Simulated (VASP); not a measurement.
# Al2Cu in VASP: further runs, part 2 of 2

VASP 6.6.1. Earlier steps stand in the parts before.

## (3) Single point, PBEsol (strain +0.030 along x and y, +0.015 along z)

INCAR reads:

```
PREC = Accurate
ENCUT = 520
EDIFF = 1E-6
ISMEAR = 0
SIGMA = 0.15
LREAL = False
LASPH = True
NELM = 100
ALGO = Fast
ISIF = 2
LWAVE = False
LCHARG = False
GGA = PS
NBANDS = 16
```

KPOINTS reads:

```
regular mesh
0
Gamma
  16 16 16
```

POSCAR reads:

```
Al2Cu
1.0
   -2.0853704932      2.0853704932      2.9059588708
    2.0853704932     -2.0853704932      2.9059588708
    2.0853704932      2.0853704932     -2.9059588708
Al Cu
2 1
Direct
    0.7500000000      0.2500000000      0.5000000000
    0.2500000000      0.7500000000      0.5000000000
    0.5000000000      0.5000000000      0.0000000000
```

Potentials or basis: VASP PAW PBE potentials, release 64 (Al, Cu).

On the command line:

```bash
cat potpaw_PBE.64/Al/POTCAR potpaw_PBE.64/Cu/POTCAR > POTCAR
mpirun -np 1 vasp_std > vasp.out
```

OUTCAR:

```text
PREC = Accurate
   ENCUT = 520
   EDIFF = 1E-6
   ISMEAR = 0
   LREAL = False
   LASPH = True
   NELM = 100
   ISIF = 2
   GGA = PS

 ion  position               nearest neighbor table
   1  0.750  0.250  0.500-   3 2.54   3 2.54   3 2.54   3 2.54   2 2.91   2 2.91   2 2.95   2 2.95
                             2 2.95   2 2.95
   2  0.250  0.750  0.500-   3 2.54   3 2.54   3 2.54   3 2.54   1 2.91   1 2.91   1 2.95   1 2.95
                             1 2.95   1 2.95
   3  0.500  0.500  0.000-   2 2.54   1 2.54   1 2.54   2 2.54   1 2.54   2 2.54   2 2.54   1 2.54

  LATTYP: Found a body centered tetragonal cell.
 ALAT       =     4.1707409864
 C/A-ratio  =     1.3934976448

  Lattice vectors:

 A1 = (  -2.0853704932,   2.0853704932,   2.9059588708)
 A2 = (   2.0853704932,  -2.0853704932,   2.9059588708)
 A3 = (   2.0853704932,   2.0853704932,  -2.9059588708)

Analysis of symmetry for initial positions (statically):
=====================================================================
 Subroutine PRICEL returns:
 Original cell was already a primitive cell.

 Routine SETGRP: Setting up the symmetry group for a
 body centered tetragonal supercell.

 Subroutine GETGRP returns: Found 16 space group operations
 (whereof 16 operations were pure point group operations)
 out of a pool of 16 trial point group operations.

The static configuration has the point symmetry D_4h.

Analysis of symmetry for dynamics (positions and initial velocities):
=====================================================================
 Subroutine PRICEL returns:
 Original cell was already a primitive cell.

 Routine SETGRP: Setting up the symmetry group for a
 body centered tetragonal supercell.

 Subroutine GETGRP returns: Found 16 space group operations
 (whereof 16 operations were pure point group operations)
 out of a pool of 16 trial point group operations.

The dynamic configuration has the point symmetry D_4h.

 Subroutine INISYM returns: Found 16 space group operations
 (whereof 16 operations are pure point group operations),
[... 120 lines left out ...]
  Fermi-wavevector in a.u.,A,eV,Ry     =   1.138464  2.151384 17.634504  1.296099
  Thomas-Fermi vector in A             =   2.275168
   LORBIT       =      0    0 simple, 1 ext, 2 COOP (PROOUT), +10 PAW based schemes
   GGA     = PS    functional components
   LHFCALC =     F    Hartree Fock is set to
   AEXX    =    0.0000 exact exchange contribution
   IVDW    =     0    specifies the selected vdW correction
   LEPSILON=     F    determine dielectric tensor
   LRPA    =     F    only Hartree local field effects (RPA)
 non-spin polarized calculation
 RMM-DIIS sequential band-by-band and
 Gauss-broadening in eV      SIGMA  =   0.15
  energy-cutoff  :      520.00
  volume of cell :       50.55
 maximum number of plane-waves:      1379
   NGX = 15   NGY = 15   NGZ = 15

 number of electron      16.9999989 magnetization

 Free energy of the ion-electron system (eV)
  ---------------------------------------------------
  ext. energy  EPLUGINS =         0.00000000
  ---------------------------------------------------
  free energy    TOTEN  =       -12.94454118 eV

  energy without entropy =      -12.93472326  energy(sigma->0) =      -12.93963222

 E-fermi :   6.3765     XC(G=0): -10.3298

 val. band max:        6.3720956927   @ k =   0.2500   0.1875   0.0625
 cond. band min:       6.3799775866   @ k =  -0.1875   0.1250  -0.0000
 fundamental gap:      0.0078818939
 Fermi energy:         6.3764778516

 k-point     1 :       0.0000    0.0000    0.0000
  band No.  band energies     occupation
      1      -3.4727      2.00000
      2       2.0258      2.00000
      3       2.0404      2.00000
      4       2.0404      2.00000
      5       2.5558      2.00000
      6       2.5779      2.00000
[... 433 lines left out ...]
      3       2.0355      2.00000
      4       2.0507      2.00000
      5       2.5473      2.00000
      6       2.5804      2.00000
[... 8 lines left out ...]
     15      12.9839      0.00000
     16      13.4287      0.00000

 [... further k-points ...]

------------------------ aborting loop because EDIFF is reached ----------------------------------------

  FORCE on cell =-STRESS in cart. coord.  units (eV):
  Direction    XX          YY          ZZ          XY          YZ          ZX
  --------------------------------------------------------------------------------------
  -------------------------------------------------------------------------------------
  Total       -2.1505048     -2.1505048     -1.7357064      0.0000000     -0.0000000      0.0000000
  in kB      -68.1608664    -68.1608664    -55.0137107      0.0000000     -0.0000000      0.0000000
  external PRESSURE =     -63.7784812 kB  Pullay stress =       0.0000000 kB

 VOLUME and BASIS-vectors are now :
 -----------------------------------------------------------------------------
  energy-cutoff  :      520.00
  volume of cell :       50.55
      direct lattice vectors                 reciprocal lattice vectors
    -2.085370493  2.085370493  2.905958871     0.000000000  0.239765548  0.172060247
     2.085370493 -2.085370493  2.905958871     0.239765548  0.000000000  0.172060247
     2.085370493  2.085370493 -2.905958871     0.239765548  0.239765548  0.000000000

 POSITION                                       TOTAL-FORCE (eV/Angst)
 -----------------------------------------------------------------------------------
      0.00000      2.08537      1.45298         0.000000     -0.000000     -0.000000
      2.08537      0.00000      1.45298        -0.000000      0.000000     -0.000000
      0.00000      0.00000      2.90596         0.000000      0.000000      0.000000
 -----------------------------------------------------------------------------------
    total drift:                               -0.000000      0.000000     -0.000000

  FREE ENERGIE OF THE ION-ELECTRON SYSTEM (eV)
  ---------------------------------------------------
  free  energy   TOTEN  =       -12.9445411821 eV

  energy  without entropy=      -12.9347232640  energy(sigma->0) =      -12.93963222
```

stdout:

```text
POSCAR found type information on POSCAR AlCu
 POSCAR found :  2 types and       3 ions
 scaLAPACK will be used
 -----------------------------------------------------------------------------
|                                                                             |
|                                                                             |
|     You enforced a specific xc type in the INCAR file but a different       |
|     I HOPE YOU KNOW WHAT YOU ARE DOING!                                     |
|                                                                             |
 -----------------------------------------------------------------------------

 LDA part: xc-table for (Slater+PW92), standard interpolation
 POSCAR, INCAR and KPOINTS ok, starting setup
 FFT: planning ... GRIDC
 FFT: planning ... GRID_SOFT
 FFT: planning ... GRID
 WAVECAR not read
 entering main loop
WARNING in EDDRMM: call to ZHEGV failed, returncode =   8  4     16
```

Run time: 9.5 min. Hardware: 1 thread of Intel Xeon 8259CL, shared host; peak memory 0.39 GiB.

What came out:

```
Free energy            : -12.9445 eV
Pressure               : -6.4 GPa
Band gap on the k mesh : zero (an odd number of electrons rules out a gap without spin polarisation)
```

Stress tensor (GPa, compression positive):
```
-6.82  0.00  0.00
 0.00 -6.82  0.00
 0.00  0.00 -5.50
```

Levels at points of the mesh, in eV from the Fermi level:
| k point | band 6 | band 7 | band 8 | band 9 | band 10 | band 11 | band 12 | band 13 |
| --- | --- | --- | --- | --- | --- | --- | --- | --- |
| (0.00, 0.00, 0.00) | -3.80 | 2.63 | 2.79 | 2.79 | 2.85 | 2.85 | 2.96 | 3.62 |
| (0.50, 0.00, 0.00) | -3.76 | -3.75 | 0.56 | 0.68 | 2.77 | 2.81 | 3.41 | 4.14 |
| (0.50, 0.50, 0.00) | -3.67 | -3.59 | -1.89 | -1.79 | 0.17 | 1.56 | 8.83 | 9.82 |
| (0.50, 0.50, 0.50) | -3.67 | -3.55 | -1.93 | -1.93 | 0.01 | 1.47 | 8.85 | 9.97 |

Caveat: the cell differs from its parent crystal (strain +0.030 along x and y, +0.015 along z); the cell stands under tension; the PAW data sets were made with another functional, which shifts forces and pressure a little.

## (4) Single point, PBEsol (strain +0.030 along x and y, +0.030 along z)

INCAR reads:

```
PREC = Accurate
ENCUT = 520
EDIFF = 1E-6
ISMEAR = 0
SIGMA = 0.15
LREAL = F
LASPH = T
NELM = 100
ALGO = Fast
ISIF = 2
LWAVE = F
LCHARG = T
GGA = PS
LELF = T
LVHAR = T
NBANDS = 16
```

KPOINTS reads:

```
Automatic mesh
0
Gamma
  16 16 16
```

POSCAR reads:

```
Al2Cu
1.0
   -2.0853704932      2.0853704932      2.9489040758
    2.0853704932     -2.0853704932      2.9489040758
    2.0853704932      2.0853704932     -2.9489040758
Al Cu
2 1
Direct
    0.7500000000      0.2500000000      0.5000000000
    0.2500000000      0.7500000000      0.5000000000
    0.5000000000      0.5000000000      0.0000000000
```

On the command line:

```bash
cat potpaw_PBE.64/Al/POTCAR potpaw_PBE.64/Cu/POTCAR > POTCAR
mpirun -np 1 vasp_std > vasp.out
```

Run time: 8.5 min. Hardware: 1 thread of Intel Xeon 8259CL, shared host; peak memory 0.4 GiB.

Results (log left out):

```
Free energy            : -12.9149 eV
Pressure               : -7.5 GPa
Band gap on the k mesh : zero (an odd number of electrons rules out a gap without spin polarisation)
```

Levels at points of the mesh, in eV from the Fermi level:
| k point | band 7 | band 8 | band 9 | band 10 | band 11 | band 12 |
| --- | --- | --- | --- | --- | --- | --- |
| (0.00, 0.00, 0.00) | 2.69 | 2.69 | 2.69 | 2.88 | 2.88 | 2.88 |
| (0.50, 0.00, 0.00) | -3.71 | 0.62 | 0.62 | 2.78 | 2.78 | 3.28 |
| (0.50, 0.50, 0.00) | -3.54 | -1.85 | -1.85 | 0.06 | 1.53 | 8.80 |
| (0.50, 0.50, 0.50) | -3.54 | -1.85 | -1.85 | 0.06 | 1.53 | 8.80 |

Caveat: the cell differs from its parent crystal (strain +0.030 along x and y, +0.030 along z); the cell stands under tension; the PAW data sets were made with another functional, which shifts forces and pressure a little.

## (5) Single point, PBEsol (strain -0.030 along x and y, -0.030 along z)

INCAR reads:

```
SYSTEM = Al2Cu
PREC = Accurate ; ENCUT = 520
EDIFF = 1E-6 ; ISMEAR = 0
SIGMA = 0.15 ; LREAL = .FALSE.
LASPH = .TRUE. ; NELM = 100
ALGO = Fast ; ISIF = 2
LWAVE = .FALSE. ; LCHARG = .FALSE.
GGA = PS ; NBANDS = 16
```

KPOINTS reads:

```
regular mesh
0
G
  16 16 16
  0 0 0
```

POSCAR reads:

```
Al2Cu
1.0
   -1.9638926004      1.9638926004      2.7771232558
    1.9638926004     -1.9638926004      2.7771232558
    1.9638926004      1.9638926004     -2.7771232558
Al Cu
2 1
Direct
    0.7500000000      0.2500000000      0.5000000000
    0.2500000000      0.7500000000      0.5000000000
    0.5000000000      0.5000000000      0.0000000000
```

Potentials or basis: VASP PAW PBE potentials, release 64 (Al, Cu).

On the command line:

```bash
cat potpaw_PBE.64/Al/POTCAR potpaw_PBE.64/Cu/POTCAR > POTCAR
mpirun -np 1 vasp_std > vasp.out
```

OUTCAR:

```text
SYSTEM = Al2Cu
   PREC = Accurate
   ENCUT = 520
   EDIFF = 1E-6
   ISMEAR = 0
   LREAL = .FALSE.
   LASPH = .TRUE.
   NELM = 100
   ISIF = 2
   GGA = PS

 ion  position               nearest neighbor table
   1  0.750  0.250  0.500-   3 2.41   3 2.41   3 2.41   3 2.41   2 2.78   2 2.78   2 2.78   2 2.78
                             2 2.78   2 2.78
   2  0.250  0.750  0.500-   3 2.41   3 2.41   3 2.41   3 2.41   1 2.78   1 2.78   1 2.78   1 2.78
                             1 2.78   1 2.78
   3  0.500  0.500  0.000-   2 2.41   1 2.41   1 2.41   2 2.41   1 2.41   2 2.41   2 2.41   1 2.41

  LATTYP: Found a body centered tetragonal cell.
 ALAT       =     3.9277852008
 C/A-ratio  =     1.4140912060

  Lattice vectors:

 A1 = (  -1.9638926004,   1.9638926004,   2.7771232558)
 A2 = (   1.9638926004,  -1.9638926004,   2.7771232558)
 A3 = (   1.9638926004,   1.9638926004,  -2.7771232558)

Analysis of symmetry for initial positions (statically):
=====================================================================
 Subroutine PRICEL returns:
 Original cell was already a primitive cell.

 Routine SETGRP: Setting up the symmetry group for a
[... 173 lines left out ...]

 val. band max:        8.0588029893   @ k =  -0.2500  -0.2500   0.1875
 cond. band min:       8.0728414041   @ k =  -0.2500   0.3125   0.1875
 fundamental gap:      0.0140384148
 Fermi energy:         8.0648295717

 k-point     1 :       0.0000    0.0000    0.0000
  band No.  band energies     occupation
      1      -2.8304      2.00000
      2       3.0555      2.00000
      3       3.0556      2.00000
      4       3.0556      2.00000
      5       3.6715      2.00000
      6       3.6717      2.00000
[... 433 lines left out ...]
      3       3.0676      2.00000
      4       3.0677      2.00000
      5       3.6568      2.00000
      6       3.6789      2.00000
[... 8 lines left out ...]
     15      15.6314      0.00000
     16      15.6345      0.00000

 [... further k-points ...]

------------------------ aborting loop because EDIFF is reached ----------------------------------------

  FORCE on cell =-STRESS in cart. coord.  units (eV):
  Direction    XX          YY          ZZ          XY          YZ          ZX
  --------------------------------------------------------------------------------------
  -------------------------------------------------------------------------------------
  Total        3.2651170      3.2651170      3.2681500      0.0000000      0.0000000      0.0000000
  in kB      122.1008587    122.1008587    122.2142801      0.0000000      0.0000000      0.0000000
  external PRESSURE =     122.1386658 kB  Pullay stress =       0.0000000 kB

 VOLUME and BASIS-vectors are now :
 -----------------------------------------------------------------------------
  energy-cutoff  :      520.00
  volume of cell :       42.84
      direct lattice vectors                 reciprocal lattice vectors
    -1.963892600  1.963892600  2.777123256     0.000000000  0.254596407  0.180042423
     1.963892600 -1.963892600  2.777123256     0.254596407  0.000000000  0.180042423
     1.963892600  1.963892600 -2.777123256     0.254596407  0.254596407  0.000000000

 POSITION                                       TOTAL-FORCE (eV/Angst)
 -----------------------------------------------------------------------------------
     -0.00000      1.96389      1.38856         0.000000      0.000000      0.000000
      1.96389     -0.00000      1.38856        -0.000000     -0.000000     -0.000000
      0.00000      0.00000      2.77712        -0.000000      0.000000      0.000000
 -----------------------------------------------------------------------------------
    total drift:                                0.000000     -0.000000      0.000000

  FREE ENERGIE OF THE ION-ELECTRON SYSTEM (eV)
  ---------------------------------------------------
  free  energy   TOTEN  =       -12.8729789243 eV

  energy  without entropy=      -12.8641686470  energy(sigma->0) =      -12.86857379
```

stdout:

```text
POSCAR found type information on POSCAR AlCu
 POSCAR found :  2 types and       3 ions
 scaLAPACK will be used
 -----------------------------------------------------------------------------
|                                                                             |
|                                                                             |
|     You enforced a specific xc type in the INCAR file but a different       |
|     I HOPE YOU KNOW WHAT YOU ARE DOING!                                     |
|                                                                             |
 -----------------------------------------------------------------------------

 LDA part: xc-table for (Slater+PW92), standard interpolation
 POSCAR, INCAR and KPOINTS ok, starting setup
 FFT: planning ... GRIDC
 FFT: planning ... GRID_SOFT
 FFT: planning ... GRID
 WAVECAR not read
 entering main loop
WARNING in EDDRMM: call to ZHEGV failed, returncode =   6  3     16
WARNING in EDDRMM: call to ZHEGV failed, returncode =   6  3     15
```

It took 7 min on 1 thread of Intel Xeon 8259CL, shared host; peak memory 0.35 GiB.

Results:

```yaml
Free_energy: -12.8730 eV
Pressure: 12.2 GPa
Band_gap_on_the_k_mesh: zero (an odd number of electrons rules out a gap without spin polarisation)
```

Caveat: the cell differs from its parent crystal (strain -0.030 along x and y, -0.030 along z); the cell stands under pressure; the PAW data sets were made with another functional, which shifts forces and pressure a little.

## (6) Overview

| cell | gap on the mesh (eV) | pressure (GPa) |
| --- | --- | --- |
| a = 4.140 Å, angles 120.5, 120.5, 89.2°, 3 atoms | none | -5.2 |
| a = 4.140 Å, angles 119.5, 119.5, 90.8°, 3 atoms | none | -6.4 |
| a = 4.171 Å, angles 120.0, 120.0, 90.0°, 3 atoms | none | -7.5 |
| a = 3.928 Å, angles 120.0, 120.0, 90.0°, 3 atoms | none | 12.2 |

Alike in all rows: task single point; level PBEsol; potentials or basis VASP PAW PBE potentials, release 64 (Al, Cu); no spin polarisation; k mesh 16 × 16 × 16; cutoff (eV) 520; smearing gaussian 0.15 eV.

Caveats: the PAW data sets were made with another functional, which shifts forces and pressure a little; the cell stands under tension (at least some runs); the cell stands under pressure (at least some runs).

Total energies depend on the potentials used, so only differences within one code and one set of settings carry meaning.
